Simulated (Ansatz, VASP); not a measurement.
# One calculation of Sn, two programs

```xyz
2
Lattice="3.4332 0.0000 0.0000 -1.7166 2.9732 0.0000 0.0000 0.0000 5.4324" Properties=species:S:1:pos:R:3 pbc="T T T"
Sn    0.0000    1.9821    1.3581
Sn    1.7166    0.9911    4.0743
```

Change from the starting cell: volume scaled by 1, norm-conserving files.

Alike in both runs: task single point; functional PBE; k mesh 13 × 13 × 7; occupations fermi-dirac, width 0.05 eV; no spin polarisation.

```csv
,VASP,Ansatz
version,VASP 6.6.1,Ansatz 0.2.0
potentials or method,"VASP PAW PBE potentials, release 64 (Sn_d)","norm-conserving pseudopotentials, scalar-relativistic"
plane-wave cutoff (eV),520,980
valence electrons in the cell,28,28
```

|  | VASP | Ansatz | Ansatz less VASP |
| --- | --- | --- | --- |
| pressure (GPa) | -0.1 | 0.0 | +0.09 |

The functional is the same, so the differences come from potentials, cutoffs and numerics.
